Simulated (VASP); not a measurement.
# La2Y2O in VASP: notebook

La2Y2O is run at these levels: PBE; tasks: single point.

Program: VASP 6.6.1. These are calculated values, not measurements. Logs are shortened: lines on timing, memory, paths and dates and some standing lists are left out, and cuts for length are marked.

## 1. The cell of the first run

The structure is tetragonal, space group P-4m2 (No. 115). Conventional cell: a = 5.422 Å, b = 5.422 Å, c = 5.902 Å, α = 90.00°, β = 90.00°, γ = 90.00°. La (site symmetry -4m2) has 2 La at 2.95 Å and 8 Y at 3.93 to 4.09 Å within 4.1 Å. Within 3.6 Å of La (site symmetry -4m2) lie 4 Y at 2.71 Å and 2 La at 2.95 Å. Y (site symmetry 2mm) has 2 La at 2.71 Å and 2 O at 2.71 Å within 3.6 Å. Within 3.6 Å of O (site symmetry -4m2) lie 4 Y at 2.71 Å.

The cell was built from a structure type or drawn by symmetry, and may not be a known phase.

## 2. Single point, PBE

INCAR reads:

```
PREC     = Accurate       # precision mode
ENCUT    = 520            # plane-wave cutoff, eV
EDIFF    = 1E-6           # SCF threshold, eV
ISMEAR   = 0              # smearing method
SIGMA    = 0.2            # smearing width, eV
LREAL    = False          # projectors in reciprocal space
LASPH    = True           # aspherical terms in the spheres
NELM     = 100            # most SCF steps
ALGO     = Normal         # electronic algorithm
ISIF     = 2              # what is computed and relaxed
LWAVE    = False          # write WAVECAR
LCHARG   = True           # write CHGCAR
GGA      = PE             # functional
LELF     = True           # ELF
LVHAR    = True         
NBANDS   = 33             # bands
```

KPOINTS reads:

```
regular mesh
0
Gamma
  4 4 3
```

POSCAR reads:

```
La2Y2O
1.0
    5.4224978993      0.0000000000      0.0000000000
    0.0000000000      5.4224978993      0.0000000000
    0.0000000000      0.0000000000      5.9021613397
La Y O
2 2 1
Direct
    0.0000000000      0.0000000000      0.5000000000
    0.0000000000      0.0000000000      0.0000000000
    0.0000000000      0.5000000000      0.9809727484
    0.5000000000      0.0000000000      0.0190272516
    0.5000000000      0.5000000000      0.0000000000
```

Potentials or basis: VASP PAW PBE potentials, release 64 (La, Y_sv, O).

On the command line:

```
> cat potpaw_PBE.64/La/POTCAR potpaw_PBE.64/Y_sv/POTCAR potpaw_PBE.64/O/POTCAR > POTCAR
> mpirun -np 1 vasp_std > vasp.out
```

OUTCAR:

```text
PREC = Accurate
   ENCUT = 520
   EDIFF = 1E-6
   ISMEAR = 0
   LREAL = False
   LASPH = True
   NELM = 100
   ISIF = 2
   GGA = PE

 ion  position               nearest neighbor table
   1  0.000  0.000  0.500-   2 2.95   2 2.95   4 3.93   3 3.93   3 3.93   4 3.93
   2  0.000  0.000  0.000-   3 2.71   4 2.71   3 2.71   4 2.71   1 2.95   1 2.95
   3  0.000  0.500  0.981-   2 2.71   5 2.71   2 2.71   5 2.71   4 3.84   4 3.84   4 3.84   4 3.84
                             1 3.93   1 3.93
   4  0.500  0.000  0.019-   2 2.71   5 2.71   5 2.71   2 2.71   3 3.84   3 3.84   3 3.84   3 3.84
                             1 3.93   1 3.93
   5  0.500  0.500  0.000-   3 2.71   4 2.71   4 2.71   3 2.71

  LATTYP: Found a simple tetragonal cell.
 ALAT       =     5.4224978993
 C/A-ratio  =     1.0884580224

  Lattice vectors:

 A1 = (   5.4224978993,   0.0000000000,   0.0000000000)
 A2 = (   0.0000000000,   5.4224978993,   0.0000000000)
 A3 = (   0.0000000000,   0.0000000000,   5.9021613397)

Analysis of symmetry for initial positions (statically):
=====================================================================
 Subroutine PRICEL returns:
 Original cell was already a primitive cell.

 Routine SETGRP: Setting up the symmetry group for a
 simple tetragonal supercell.

 Subroutine GETGRP returns: Found  8 space group operations
 (whereof  8 operations were pure point group operations)
 out of a pool of 16 trial point group operations.

The static configuration has the point symmetry D_2d.

Analysis of symmetry for dynamics (positions and initial velocities):
=====================================================================
 Subroutine PRICEL returns:
 Original cell was already a primitive cell.

 Routine SETGRP: Setting up the symmetry group for a
 simple tetragonal supercell.

 Subroutine GETGRP returns: Found  8 space group operations
 (whereof  8 operations were pure point group operations)
 out of a pool of 16 trial point group operations.

The dynamic configuration has the point symmetry D_2d.

 Subroutine INISYM returns: Found  8 space group operations
 (whereof  8 operations are pure point group operations),
 and found     1 'primitive' translations

----------------------------------------------------------------------------------------

                                     Primitive cell

  volume of cell :     173.5441

  direct lattice vectors                    reciprocal lattice vectors
     5.422497899  0.000000000  0.000000000     0.184416853  0.000000000  0.000000000
     0.000000000  5.422497899  0.000000000     0.000000000  0.184416853  0.000000000
     0.000000000  0.000000000  5.902161340     0.000000000  0.000000000  0.169429459

  length of vectors
     5.422497899  5.422497899  5.902161340     0.184416853  0.184416853  0.169429459

  position of ions in fractional coordinates (direct lattice)
     0.000000000  0.000000000  0.500000000
     0.000000000  0.000000000  0.000000000
     0.000000000  0.500000000  0.980972748
     0.500000000  0.000000000  0.019027252
     0.500000000  0.500000000  0.000000000

  ion indices of the primitive-cell ions
   primitive index   ion index
                 1           1
                 2           2
                 3           3
                 4           4
                 5           5

----------------------------------------------------------------------------------------

 KPOINTS: regular mesh

Automatic generation of k-mesh.
 Grid dimensions read from file:
 generate k-points for:    4    4    3

 Generating k-lattice:

  Cartesian coordinates                     Fractional coordinates (reciprocal lattice)
     0.046104213  0.000000000  0.000000000     0.250000000  0.000000000  0.000000000
     0.000000000  0.046104213  0.000000000     0.000000000  0.250000000  0.000000000
     0.000000000  0.000000000  0.056476486     0.000000000  0.000000000  0.333333333

  Length of vectors
     0.046104213  0.046104213  0.056476486

  Shift w.r.t. Gamma in fractional coordinates (k-lattice)
     0.000000000  0.000000000  0.000000000

 Subroutine IBZKPT returns following result:
 ===========================================

 Found     12 irreducible k-points:

 Following reciprocal coordinates:
            Coordinates               Weight
  0.000000  0.000000  0.000000      1.000000
  0.250000  0.000000  0.000000      4.000000
  0.500000  0.000000  0.000000      2.000000
  0.250000  0.250000  0.000000      4.000000
  0.500000  0.250000  0.000000      4.000000
  0.500000  0.500000  0.000000      1.000000
  0.000000  0.000000  0.333333      2.000000
  0.250000  0.000000  0.333333      8.000000
  0.500000  0.000000  0.333333      4.000000
  0.250000  0.250000  0.333333      8.000000
  0.500000  0.250000  0.333333      8.000000
  0.500000  0.500000  0.333333      2.000000
   k-points           NKPTS =     12   k-points in BZ     NKDIM =     12   number of bands    NBANDS=     33
   number of dos      NEDOS =    301   number of ions     NIONS =      5
   total plane-waves  NPLWV =  76800
   dimension x,y,z NGX =    40 NGY =   40 NGZ =   48
   dimension x,y,z NGXF=    80 NGYF=   80 NGZF=   96
   ions per type =               2   2   1
   NGX,Y,Z   is equivalent  to a cutoff of  12.26, 12.26, 13.52 a.u.
   NGXF,Y,Z  is equivalent  to a cutoff of  24.53, 24.53, 27.04 a.u.
 SYSTEM =  unknown system
   PREC   = accura    normal or accurate (medium, high low for compatibility)
   ISTART =      0    job   : 0-new  1-cont  2-samecut
   ICHARG =      2    charge: 1-file 2-atom 10-const
   ISPIN  =      1    spin polarized calculation?
   LNONCOLLINEAR =      F non collinear calculations
   LSORBIT =      F    spin-orbit coupling
   LASPH  =      T    aspherical Exc in radial PAW
   ENCUT  =  520.0 eV  38.22 Ry    6.18 a.u.  10.08 10.08 10.97*2*pi/ulx,y,z
   NELM   =    100;   NELMIN=  2; NELMDL= -5     # of ELM steps
   EDIFF  = 0.1E-05   stopping-criterion for ELM
   LREAL  =      F    real-space projection
   EDIFFG = 0.1E-04   stopping-criterion for IOM
   NSW    =      0    number of steps for IOM
   IBRION =     -1    ionic relax: 0-MD 1-quasi-New 2-CG
   NFREE  =      0    steps in history (QN), initial steepest desc. (CG)
   ISIF   =      2    stress and relaxation
   ISYM   =      2    0-nonsym 1-usesym 2-fastsym
   POTIM  = 0.5000    time-step for ionic-motion
   TEBEG  =    0.0;   TEEND  =   0.0 temperature during run
   PSTRESS=    0.0 pullay stress
   NELECT =      50.0000    total number of electrons
   NUPDOWN=      -1.0000    fix difference up-down
   EMIN   =  10.00;   EMAX   =-10.00  energy-range for DOS
   EFERMI =   0.00;   METHOD = LEGACY
   ISMEAR =     0;   SIGMA  =   0.20  broadening in eV -4-tet -1-fermi 0-gaus
   EFERMI_NEDOS =   21; number of points for ismear=-14 and -15
   IALGO  =     38    algorithm
   IMIX   =      4    mixing-type and parameters
     AMIX     =   0.40;   BMIX     =  1.00
     AMIX_MAG =   1.60;   BMIX_MAG =  1.00
  volume/ion in A,a.u.               =      34.71       234.23
  Fermi-wavevector in a.u.,A,eV,Ry     =   1.081255  2.043276 15.906746  1.169113
  Thomas-Fermi vector in A             =   2.217267
   LORBIT       =      0    0 simple, 1 ext, 2 COOP (PROOUT), +10 PAW based schemes
   GGA     = PE    functional components
   LHFCALC =     F    Hartree Fock is set to
   AEXX    =    0.0000 exact exchange contribution
   IVDW    =     0    specifies the selected vdW correction
   LEPSILON=     F    determine dielectric tensor
   LRPA    =     F    only Hartree local field effects (RPA)
 non-spin polarized calculation
 Gauss-broadening in eV      SIGMA  =   0.20
  energy-cutoff  :      520.00
  volume of cell :      173.54
 maximum number of plane-waves:      4702
   NGX = 21   NGY = 21   NGZ = 21

 number of electron      49.9999990 magnetization

 Free energy of the ion-electron system (eV)
  ---------------------------------------------------
  ext. energy  EPLUGINS =         0.00000000
  ---------------------------------------------------
  free energy    TOTEN  =       -25.64692997 eV

  energy without entropy =      -25.51799170  energy(sigma->0) =      -25.58246083

 E-fermi :   3.7851     XC(G=0):  -8.4525

 val. band max:        3.7355093399   @ k =   0.5000   0.5000   0.0000
 cond. band min:       3.8059902699   @ k =   0.2500   0.2500   0.3333
 fundamental gap:      0.0704809301
 Fermi energy:         3.7851168892

 k-point     1 :       0.0000    0.0000    0.0000
  band No.  band energies     occupation
      1     -39.1360      2.00000
      2     -39.1008      2.00000
      3     -29.4481      2.00000
      4     -28.2878      2.00000
      5     -19.8896      2.00000
      6     -19.8896      2.00000
[... 25 lines left out ...]
     32       5.3354      0.00000
     33       5.4409      0.00000

 k-point     2 :       0.2500    0.0000    0.0000
  band No.  band energies     occupation
      1     -39.1300      2.00000
      2     -39.1052      2.00000
      3     -29.4522      2.00000
      4     -28.3243      2.00000
      5     -19.8822      2.00000
      6     -19.6365      2.00000
[... 25 lines left out ...]
     32       5.2796      0.00000
     33       5.3508      0.00000

 k-point     3 :       0.5000    0.0000    0.0000
  band No.  band energies     occupation
      1     -39.1184      2.00000
      2     -39.1152      2.00000
      3     -29.4564      2.00000
      4     -28.3598      2.00000
      5     -19.8747      2.00000
      6     -19.3500      2.00000
[... 25 lines left out ...]
     32       5.2552      0.00000
     33       5.2605      0.00000

 k-point     4 :       0.2500    0.2500    0.0000
  band No.  band energies     occupation
      1     -39.1256      2.00000
      2     -39.1080      2.00000
      3     -29.4564      2.00000
      4     -28.3602      2.00000
      5     -19.6837      2.00000
      6     -19.5780      2.00000
[... 241 lines left out ...]
     32       5.3907      0.00000
     33       5.4399      0.00000

 k-point    11 :       0.5000    0.2500    0.3333
  band No.  band energies     occupation
      1     -39.1167      2.00000
      2     -39.1152      2.00000
      3     -29.3793      2.00000
      4     -28.5071      2.00000
      5     -19.6447      2.00000
      6     -19.3301      2.00000
[... 25 lines left out ...]
     32       5.3148      0.00000
     33       5.4029      0.00000

 k-point    12 :       0.5000    0.5000    0.3333
  band No.  band energies     occupation
      1     -39.1151      2.00000
      2     -39.1151      2.00000
      3     -29.3808      2.00000
      4     -28.5444      2.00000
      5     -19.4617      2.00000
      6     -19.2389      2.00000
[... 25 lines left out ...]
     32       5.3347      0.00000
     33       5.3419      0.00000

------------------------ aborting loop because EDIFF is reached ----------------------------------------

  FORCE on cell =-STRESS in cart. coord.  units (eV):
  Direction    XX          YY          ZZ          XY          YZ          ZX
  --------------------------------------------------------------------------------------
  -------------------------------------------------------------------------------------
  Total        0.2019682      0.2019682      0.7620884      0.0000000      0.0000000      0.0000000
  in kB        1.8645918      1.8645918      7.0356799      0.0000000      0.0000000      0.0000000
  external PRESSURE =       3.5882879 kB  Pullay stress =       0.0000000 kB

 VOLUME and BASIS-vectors are now :
 -----------------------------------------------------------------------------
  energy-cutoff  :      520.00
  volume of cell :      173.54
      direct lattice vectors                 reciprocal lattice vectors
     5.422497899  0.000000000  0.000000000     0.184416853  0.000000000  0.000000000
     0.000000000  5.422497899  0.000000000     0.000000000  0.184416853  0.000000000
     0.000000000  0.000000000  5.902161340     0.000000000  0.000000000  0.169429459

 POSITION                                       TOTAL-FORCE (eV/Angst)
 -----------------------------------------------------------------------------------
      0.00000      0.00000      2.95108        -0.000000      0.000000      0.000000
      0.00000      0.00000      0.00000         0.000000      0.000000      0.000000
      0.00000      2.71125      5.78986         0.000000      0.000000      0.046471
      2.71125      0.00000      0.11230        -0.000000      0.000000     -0.046471
      2.71125      2.71125      0.00000        -0.000000     -0.000000      0.000000
 -----------------------------------------------------------------------------------
    total drift:                                0.000000      0.000000     -0.000000

  FREE ENERGIE OF THE ION-ELECTRON SYSTEM (eV)
  ---------------------------------------------------
  free  energy   TOTEN  =       -25.6469299653 eV

  energy  without entropy=      -25.5179917037  energy(sigma->0) =      -25.58246083
```

Run time: 3 min. Hardware: 1 thread of Intel Xeon 6975P-C (Granite Rapids), shared host; peak memory 0.3 GiB.

What came out:

- Free energy: -25.6469 eV
- Pressure: 0.4 GPa
- Largest force: 0.046 eV/Å
- Band gap on the k mesh: zero (bands 25 and 26 overlap by 1.11 eV)

Forces in eV/Å, atoms in the order of the input:
```
La   0.000  0.000  0.000
La   0.000  0.000  0.000
Y    0.000  0.000  0.046
Y    0.000  0.000 -0.046
O    0.000  0.000  0.000
```

Caveat: spin-orbit coupling is left out, which moves the levels of the heavy elements.

## 3. Single point, PBE

This run uses another cell than the first one, of 26.13 Å³/atom.

INCAR reads:

```
SYSTEM = La2Y2O
PREC = Accurate ; ENCUT = 520
EDIFF = 1E-6 ; ISMEAR = 0
SIGMA = 0.2 ; LREAL = .FALSE.
LASPH = .TRUE. ; NELM = 60
ALGO = Normal ; ISIF = 2
LWAVE = .FALSE. ; LCHARG = .FALSE.
GGA = PE ; NBANDS = 33
```

KPOINTS reads:

```
regular mesh
0
G
  4 4 4
  0 0 0
```

POSCAR reads:

```
La2Y2O
1.0
    4.8620467802      0.0000000000      0.0000000000
    0.0000000000      4.8620467802      0.0000000000
    0.0000000000      0.0000000000      5.5273823814
La Y O
2 2 1
Direct
    0.5000000000      0.5000000000      0.0000000000
    0.0000000000      0.0000000000      0.0000000000
    0.0000000000      0.5000000000      0.5000000000
    0.5000000000      0.0000000000      0.5000000000
    0.5000000000      0.5000000000      0.5000000000
```

Potentials or basis: VASP PAW PBE potentials, release 64 (La, Y_sv, O).

On the command line:

```
> cat potpaw_PBE.64/La/POTCAR potpaw_PBE.64/Y_sv/POTCAR potpaw_PBE.64/O/POTCAR > POTCAR
> mpirun -np 1 vasp_std > vasp.out
```

It took 1.9 min on 1 thread of Intel Xeon 6975P-C (Granite Rapids), shared host; peak memory 0.28 GiB.

Results (log left out):

```yaml
Free_energy: -33.0943 eV
Pressure: -0.1 GPa
Band_gap_on_the_k_mesh: zero (bands 25 and 26 overlap by 2.07 eV)
```

Stress tensor (GPa, compression positive):
```
-0.14  0.00  0.00
 0.00 -0.14  0.00
 0.00  0.00  0.06
```

Levels at points of the mesh, in eV from the Fermi level:
| k point | band 23 | band 24 | band 25 | band 26 | band 27 | band 28 |
| --- | --- | --- | --- | --- | --- | --- |
| (0.00, 0.00, 0.00) | -1.83 | -1.32 | -1.32 | -1.15 | 0.89 | 1.78 |
| (0.50, 0.00, 0.00) | -0.55 | -0.23 | -0.12 | 0.00 | 0.43 | 0.70 |
| (0.50, 0.50, 0.00) | -0.56 | -0.08 | 0.02 | 0.02 | 0.31 | 0.41 |
| (0.00, 0.00, 0.50) | -1.65 | -0.45 | -0.30 | 0.52 | 0.52 | 0.56 |
| (0.50, 0.00, 0.50) | -0.41 | 0.07 | 0.13 | 0.27 | 0.31 | 0.96 |
| (0.50, 0.50, 0.50) | -1.42 | -0.41 | 0.92 | 1.10 | 1.27 | 1.27 |

Caveat: spin-orbit coupling is left out, which moves the levels of the heavy elements.

## 4. Single point, PBE

This run uses another cell than the first one, of 26.12 Å³/atom.

INCAR reads:

```
SYSTEM = La2Y2O
PREC = Accurate ; ENCUT = 520
EDIFF = 1E-6 ; ISMEAR = 0
SIGMA = 0.1 ; LREAL = .False.
LASPH = .True. ; NELM = 100
ALGO = Normal ; ISIF = 2
LWAVE = .False. ; LCHARG = .True.
GGA = PE ; LELF = .True.
LVHAR = .True. ; NBANDS = 33
```

KPOINTS reads:

```
Automatic mesh
0
Gamma
  6 6 6
  0 0 0
```

Edit POSCAR of step 3 so:

```diff
@@ -2,5 +2,5 @@
 1.0
-    4.8620467802      0.0000000000      0.0000000000
-    0.0000000000      4.8620467802      0.0000000000
-    0.0000000000      0.0000000000      5.5273823814
+    4.8376672337      0.0000000000      0.0000000000
+    0.0000000000      4.8376672337      0.0000000000
+    0.0000000000      0.0000000000      5.5803984538
 La Y O
```

On the command line:

```
> cat potpaw_PBE.64/La/POTCAR potpaw_PBE.64/Y_sv/POTCAR potpaw_PBE.64/O/POTCAR > POTCAR
> mpirun -np 1 vasp_std > vasp.out
```

Wall time 5.2 min (1 thread of Intel Xeon 6975P-C (Granite Rapids), shared host); peak memory 0.35 GiB.

Results (log left out):

```yaml
Free_energy: -33.0277 eV
Pressure: 0.0 GPa
Band_gap_on_the_k_mesh: zero (bands 25 and 26 overlap by 2.01 eV)
```

Levels at points of the mesh, in eV from the Fermi level:
| k point | band 23 | band 24 | band 25 | band 26 | band 27 | band 28 |
| --- | --- | --- | --- | --- | --- | --- |
| (0.00, 0.00, 0.00) | -1.82 | -1.31 | -1.31 | -1.14 | 0.81 | 1.76 |
| (0.50, 0.00, 0.00) | -0.52 | -0.20 | -0.10 | -0.03 | 0.42 | 0.73 |
| (0.50, 0.50, 0.00) | -0.60 | -0.05 | 0.02 | 0.02 | 0.26 | 0.41 |
| (0.00, 0.00, 0.50) | -1.67 | -0.45 | -0.32 | 0.50 | 0.50 | 0.55 |
| (0.50, 0.00, 0.50) | -0.44 | 0.09 | 0.16 | 0.23 | 0.32 | 0.98 |
| (0.50, 0.50, 0.50) | -1.42 | -0.36 | 0.87 | 1.07 | 1.25 | 1.25 |

Caveat: spin-orbit coupling is left out, which moves the levels of the heavy elements.

## 5. The runs side by side

```csv
cell,k mesh,smearing,gap on the mesh (eV),pressure (GPa)
"a = 5.422, b = 5.422, c = 5.902 Å, 5 atoms, atomic positions A",4 × 4 × 3,gaussian 0.2 eV,none,0.4
"a = 4.862, b = 4.862, c = 5.527 Å, 5 atoms, atomic positions B",4 × 4 × 4,gaussian 0.2 eV,none,-0.1
"a = 4.838, b = 4.838, c = 5.580 Å, 5 atoms, atomic positions B",6 × 6 × 6,gaussian 0.1 eV,none,0.0
```

Alike in all rows: task single point; level PBE; potentials or basis VASP PAW PBE potentials, release 64 (La, Y_sv, O); no spin polarisation; cutoff (eV) 520.

Caveats: spin-orbit coupling is left out, which moves the levels of the heavy elements.

Absolute energies hang on the potentials; compare differences alone.
